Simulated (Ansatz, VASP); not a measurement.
SiO2: VASP beside Ansatz

File INCAR:

```
  PREC = Accurate
  ENCUT = 520
  EDIFF = 1E-6
  ISMEAR = 0
  SIGMA = 0.05
  LREAL = False
  LASPH = True
  NELM = 60
  ALGO = Normal
  ISIF = 2
  LWAVE = False
  LCHARG = True
  GGA = PS
  LELF = True
  LVHAR = True
  NBANDS = 34
```

The input KPOINTS:

```
Automatic mesh
0
Gamma
  6 6 4
```

POSCAR

```
SiO2
1.0
    4.7754093704      0.0000000000      0.0000000000
   -2.3877046852      4.1356258282      0.0000000000
    0.0000000000      0.0000000000      5.5583697557
Si O
3 6
Direct
    0.0000000000      0.5000000000      0.3333333333
    0.5000000000      0.5000000000      0.6666666667
    0.5000000000      0.0000000000      0.0000000000
    0.5845091965      0.7922545982      0.8333333333
    0.7922545982      0.5845091965      0.5000000000
    0.7922545982      0.2077454018      0.1666666667
    0.4154908035      0.2077454018      0.8333333333
    0.2077454018      0.4154908035      0.5000000000
    0.2077454018      0.7922545982      0.1666666667
```

Input for Ansatz:

```yaml
crystal:
  lattice:
    - [4.7754093704, 0.0, 0.0]
    - [-2.3877046852, 4.1356258282, 0.0]
    - [0.0, 0.0, 5.5583697557]
  atoms:
    - { symbol: Si, position: [0.0, 0.5, 0.3333333333] }
    - { symbol: Si, position: [0.5, 0.5, 0.6666666667] }
    - { symbol: Si, position: [0.5, 0.0, 0.0] }
    - { symbol: O, position: [0.5845091965, 0.7922545982, 0.8333333333] }
    - { symbol: O, position: [0.7922545982, 0.5845091965, 0.5] }
    - { symbol: O, position: [0.7922545982, 0.2077454018, 0.1666666667] }
    - { symbol: O, position: [0.4154908035, 0.2077454018, 0.8333333333] }
    - { symbol: O, position: [0.2077454018, 0.4154908035, 0.5] }
    - { symbol: O, position: [0.2077454018, 0.7922545982, 0.1666666667] }
basis:
  ecutwfc: 420
kpoints:
  mp_grid: { grid: [6, 6, 4] }
hamiltonian:
  xc: pbesol
scf:
  occupations: { method: gaussian, width: 0.05 }
output:
  forces: true
  stress: true
  eigenvalues: true
```

Change from the starting cell: strain -0.0600 x Voigt [1, 1, 0, 0, 0, 0], atoms carried along.

Alike in both runs: task single point; functional PBEsol; k mesh 6 × 6 × 4; occupations gaussian, width 0.05 eV; no spin polarisation.

```csv
,VASP,Ansatz
version,VASP 6.6.1,Ansatz 0.2.0
potentials or method,"VASP PAW PBE potentials, release 64 (Si, O), cutoff 520 eV","scalar-relativistic, plane waves, PAW"
valence electrons in the cell,48,48
```

Ansatz gave:

```
gap on the k mesh at the Fermi level (eV)                     : 5.98
least direct gap on the mesh (eV)                             : 6.08
pressure (GPa)                                                : 27.9
traceless stress, the component that is largest in VASP (GPa) : -1.76
rms of the force components (eV/Å)                            : 0.567
```

Estimate VASP's values.

gap on the k mesh at the Fermi level (eV): 5.98; least direct gap on the mesh (eV): 6.08; pressure (GPa): 28.7; traceless stress, the component that is largest in VASP (GPa): -1.65; rms of the force components (eV/Å): 0.573.

VASP's potentials were made for PBE, not for PBEsol. Atom by atom the forces differ by 0.006 eV/Å (rms over components). The functional is the same, so the differences come from potentials, cutoffs and numerics.
